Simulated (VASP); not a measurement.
The system is BiTe.

```
Bi Te
1.0
     2.42271    1.39875    3.31729
    -2.42271    1.39875    3.31729
     0.00000   -2.79750    3.31729
Bi Te
1 1
Direct
  0.50000 0.50000 0.50000
  0.00000 0.00000 0.00000
```

```yaml
Program: VASP 6.6.1
Task: relaxation of cell and atoms
Functional: PBEsol
Dispersion: D3(BJ)
Potentials_or_basis: VASP PAW PBE potentials, release 64 (Bi_d, Te)
Cutoff: 600 eV
k_mesh: 7 × 7 × 7
Occupations: fermi-dirac, width 0.05 eV
Spin: no spin polarisation
```

At the start: pressure -4.5 GPa; volume 33.72 Å³/atom.

Question: How do energy, volume and symmetry change on relaxing?

Answer: Over 9 steps the energy falls by 51.7 meV/atom and the volume is 30.14 Å³/atom (-10.6 %); space group R-3m (No. 166, to 0.1 Å) before and after.

The path:
| step | energy change (eV) | largest force (eV/Å) | pressure (GPa) | volume (Å³) |
| --- | --- | --- | --- | --- |
| 1 | 0.0000 | 0.0000 | -4.45 | 67.45 |
| 2 | -0.0549 | 0.0000 | 3.46 | 58.71 |
| 3 | -0.0860 | 0.0000 | -0.03 | 61.75 |
| 4 | -0.0860 | 0.0000 | 0.08 | 61.64 |
| 5 | -0.0898 | 0.0000 | 0.09 | 61.48 |
| 6 | -0.0987 | 0.0000 | 0.10 | 60.95 |
| 7 | -0.1000 | 0.0000 | 0.01 | 59.75 |
| 8 | -0.1033 | 0.0000 | 0.05 | 60.40 |
| 9 | -0.1034 | 0.0000 | 0.02 | 60.28 |

Final structure:
```
CELL_PARAMETERS angstrom
2.40399 1.38794 3.01101
-2.40399 1.38794 3.01101
0.00000 -2.77589 3.01101
ATOMIC_POSITIONS crystal
Bi 0.50000 0.50000 0.50000
Te 0.00000 0.00000 0.00000
```

Caveat: the PAW data sets were made with another functional, which shifts forces and pressure a little.
